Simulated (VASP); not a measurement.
# W (Im-3m) in VASP: single point with r2SCAN

Aim: the single point of W with r2SCAN.

Everything below comes from runs of VASP 6.6.1. Logs are shortened: lines on timing, memory, paths and dates and some standing lists are left out, and cuts for length are marked.

## 1. The cell of the first run

Symmetry: Im-3m, No. 229, cubic system. The conventional cell has a = 3.169 Å, b = 3.169 Å, c = 3.169 Å, α = 90.00°, β = 90.00°, γ = 90.00°. W (site symmetry m-3m) has 14 W at 2.74 to 3.17 Å within 3.6 Å.

## 2. Single point, r2SCAN

POSCAR reads:

```
W
1.0
   -1.5844082066      1.5844082066      1.5844082066
    1.5844082066     -1.5844082066      1.5844082066
    1.5844082066      1.5844082066     -1.5844082066
W
1
Direct
    0.0000000000      0.0000000000      0.0000000000
```

INCAR.step1 reads:

```
SYSTEM = W
PREC = Accurate
ENCUT = 520
ISMEAR = 0
SIGMA = 0.3
LREAL = .FALSE.
LASPH = .TRUE.
NELM = 80
NBANDS = 13
GGA = PE
ALGO = Normal
EDIFF = 1E-4
LWAVE = .TRUE.
LCHARG = .FALSE.
```

INCAR.step2 reads:

```
SYSTEM = W
PREC = Accurate
ENCUT = 520
EDIFF = 1E-6
ISMEAR = 0
SIGMA = 0.3
LREAL = .FALSE.
LASPH = .TRUE.
NELM = 80
ALGO = Normal
ISIF = 2
LWAVE = .FALSE.
LCHARG = .FALSE.
METAGGA = R2SCAN
LMIXTAU = .TRUE.
NBANDS = 13
ISTART = 1
```

KPOINTS reads:

```
regular mesh
0
G
  32 32 32
  0 0 0
```

Potentials or basis: VASP PAW PBE potentials, release 64 (W_sv).

The run is started by

```bash
cat potpaw_PBE.64/W_sv/POTCAR > POTCAR
cp INCAR.step1 INCAR
mpirun -np 1 vasp_std > vasp.out
cp INCAR.step2 INCAR
mpirun -np 1 vasp_std > vasp.out
```

OUTCAR:

```text
SYSTEM = W
   PREC = Accurate
   ENCUT = 520
   EDIFF = 1E-6
   ISMEAR = 0
   LREAL = .FALSE.
   LASPH = .TRUE.
   NELM = 80
   ISIF = 2
   METAGGA = R2SCAN
   ISTART = 1

 ion  position               nearest neighbor table
   1  0.000  0.000  0.000-

  LATTYP: Found a body centered cubic cell.
 ALAT       =     3.1688164132

  Lattice vectors:

 A1 = (  -1.5844082066,   1.5844082066,   1.5844082066)
 A2 = (   1.5844082066,  -1.5844082066,   1.5844082066)
 A3 = (   1.5844082066,   1.5844082066,  -1.5844082066)

Analysis of symmetry for initial positions (statically):
=====================================================================
 Subroutine PRICEL returns:
 Original cell was already a primitive cell.

 Routine SETGRP: Setting up the symmetry group for a
 body centered cubic supercell.

 Subroutine GETGRP returns: Found 48 space group operations
 (whereof 48 operations were pure point group operations)
 out of a pool of 48 trial point group operations.

The static configuration has the point symmetry O_h .

Analysis of symmetry for dynamics (positions and initial velocities):
=====================================================================
 Subroutine PRICEL returns:
 Original cell was already a primitive cell.

 Routine SETGRP: Setting up the symmetry group for a
 body centered cubic supercell.

 Subroutine GETGRP returns: Found 48 space group operations
 (whereof 48 operations were pure point group operations)
 out of a pool of 48 trial point group operations.

The dynamic configuration has the point symmetry O_h .

 Subroutine INISYM returns: Found 48 space group operations
 (whereof 48 operations are pure point group operations),
 and found     1 'primitive' translations

----------------------------------------------------------------------------------------

                                     Primitive cell

  volume of cell :      15.9097

  direct lattice vectors                    reciprocal lattice vectors
    -1.584408207  1.584408207  1.584408207     0.000000000  0.315575240  0.315575240
     1.584408207 -1.584408207  1.584408207     0.315575240  0.000000000  0.315575240
     1.584408207  1.584408207 -1.584408207     0.315575240  0.315575240  0.000000000

  length of vectors
[... 85 lines left out ...]
   NFREE  =      0    steps in history (QN), initial steepest desc. (CG)
   ISIF   =      2    stress and relaxation
   ISYM   =      2    0-nonsym 1-usesym 2-fastsym
   POTIM  = 0.5000    time-step for ionic-motion
   TEBEG  =    0.0;   TEEND  =   0.0 temperature during run
   PSTRESS=    0.0 pullay stress
   NELECT =      14.0000    total number of electrons
   NUPDOWN=      -1.0000    fix difference up-down
   EMIN   =  10.00;   EMAX   =-10.00  energy-range for DOS
   EFERMI =   0.00;   METHOD = LEGACY
   ISMEAR =     0;   SIGMA  =   0.30  broadening in eV -4-tet -1-fermi 0-gaus
   EFERMI_NEDOS =   21; number of points for ismear=-14 and -15
   IALGO  =     38    algorithm
   IMIX   =      4    mixing-type and parameters
     AMIX     =   0.40;   BMIX     =  1.00
     AMIX_MAG =   1.60;   BMIX_MAG =  1.00
  volume/ion in A,a.u.               =      15.91       107.36
  Fermi-wavevector in a.u.,A,eV,Ry     =   1.568786  2.964576 33.485165  2.461090
  Thomas-Fermi vector in A             =   2.670766
   LORBIT       =      0    0 simple, 1 ext, 2 COOP (PROOUT), +10 PAW based schemes
   METAGGA = R2SCAN    functional components
   LHFCALC =     F    Hartree Fock is set to
   AEXX    =    0.0000 exact exchange contribution
   IVDW    =     0    specifies the selected vdW correction
   LEPSILON=     F    determine dielectric tensor
   LRPA    =     F    only Hartree local field effects (RPA)
 non-spin polarized calculation
 Gauss-broadening in eV      SIGMA  =   0.30
  energy-cutoff  :      520.00
  volume of cell :       15.91
 maximum number of plane-waves:       448
   NGX = 11   NGY = 11   NGZ = 11

 number of electron      14.0000003 magnetization

 Free energy of the ion-electron system (eV)
  ---------------------------------------------------
  ext. energy  EPLUGINS =         0.00000000
  ---------------------------------------------------
  free energy    TOTEN  =       -51.36126943 eV

  energy without entropy =      -51.34231687  energy(sigma->0) =      -51.35179315

 E-fermi :  11.2363     XC(G=0): -14.9361

 val. band max:       11.2355684263   @ k =  -0.2813   0.2813   0.1562
 cond. band min:      11.2412997372   @ k =  -0.4688   0.4688   0.2812
 fundamental gap:      0.0057313109
 Fermi energy:        11.2363196844

 k-point     1 :       0.0000    0.0000    0.0000
  band No.  band energies     occupation
      1     -64.8824      2.00000
      2     -27.7478      2.00000
      3     -27.7478      2.00000
      4     -27.7478      2.00000
      5       1.1286      2.00000
      6       9.9608      2.00000
      7       9.9608      2.00000
      8       9.9608      2.00000
      9      13.7909      0.00000
     10      13.7909      0.00000
     11      26.4880      0.00000
     12      26.4880      0.00000
     13      26.4880      0.00000
[... 354 lines left out ...]
  band No.  band energies     occupation
      1     -64.8148      2.00000
      2     -28.3915      2.00000
      3     -27.9491      2.00000
      4     -27.7564      2.00000
      5       3.4591      2.00000
      6       8.7009      2.00000
      7       9.2978      2.00000
      8      12.5420      0.00000
      9      12.9849      0.00000
     10      13.9804      0.00000
     11      26.9581      0.00000
     12      28.7577      0.00000
     13      30.6215      0.00000

 [... further k-points ...]

------------------------ aborting loop because EDIFF is reached ----------------------------------------

  FORCE on cell =-STRESS in cart. coord.  units (eV):
  Direction    XX          YY          ZZ          XY          YZ          ZX
  --------------------------------------------------------------------------------------
  -------------------------------------------------------------------------------------
  Total        0.1220599      0.1220599      0.1220599      0.0000000     -0.0000000      0.0000000
  in kB       12.2919906     12.2919906     12.2919906      0.0000000     -0.0000000      0.0000000
  external PRESSURE =      12.2919906 kB  Pullay stress =       0.0000000 kB

 VOLUME and BASIS-vectors are now :
 -----------------------------------------------------------------------------
  energy-cutoff  :      520.00
  volume of cell :       15.91
      direct lattice vectors                 reciprocal lattice vectors
    -1.584408207  1.584408207  1.584408207     0.000000000  0.315575240  0.315575240
     1.584408207 -1.584408207  1.584408207     0.315575240  0.000000000  0.315575240
     1.584408207  1.584408207 -1.584408207     0.315575240  0.315575240  0.000000000

 POSITION                                       TOTAL-FORCE (eV/Angst)
 -----------------------------------------------------------------------------------
      0.00000      0.00000      0.00000        -0.000000      0.000000     -0.000000
 -----------------------------------------------------------------------------------
    total drift:                                0.000000     -0.000000      0.000000

  FREE ENERGIE OF THE ION-ELECTRON SYSTEM (eV)
  ---------------------------------------------------
  free  energy   TOTEN  =       -51.3612694330 eV

  energy  without entropy=      -51.3423168719  energy(sigma->0) =      -51.35179315
```

OSZICAR.step1:

```text
N       E                     dE             d eps       ncg     rms          rms(c)
DAV:   1     0.851410630779E+02    0.85141E+02   -0.74783E+03 23407   0.123E+03
DAV:   2    -0.119307722045E+02   -0.97072E+02   -0.93255E+02 26287   0.318E+02
DAV:   3    -0.135745651778E+02   -0.16438E+01   -0.16376E+01 25507   0.399E+01
DAV:   4    -0.135811336863E+02   -0.65685E-02   -0.65683E-02 25872   0.279E+00
DAV:   5    -0.135811882788E+02   -0.54592E-04   -0.54594E-04 26102   0.240E-01    0.208E+01
DAV:   6    -0.130925138604E+02    0.48867E+00   -0.40838E-01 24297   0.857E+00    0.832E+00
DAV:   7    -0.129649814100E+02    0.12753E+00   -0.21465E-01 25917   0.591E+00    0.641E-01
DAV:   8    -0.129609903689E+02    0.39910E-02   -0.43317E-03 23802   0.855E-01    0.706E-02
DAV:   9    -0.129609808416E+02    0.95273E-05   -0.79293E-05 18471   0.116E-01
   1 F= -.12960981E+02 E0= -.12950273E+02  d E =-.214156E-01
```

Wall time 4.5 min (1 thread of Intel Xeon Platinum 8488C (Sapphire Rapids), shared host); peak memory 0.27 GiB.

What came out:

```
Free energy            : -51.3613 eV
Pressure               : 1.2 GPa
Band gap on the k mesh : zero (band 7 reaches 16.55 eV, above the bottom of band 8 at 9.96 eV)
```

Caveat: the PAW data sets were made with another functional, which shifts forces and pressure a little; spin-orbit coupling is left out, which moves the levels of the heavy elements.
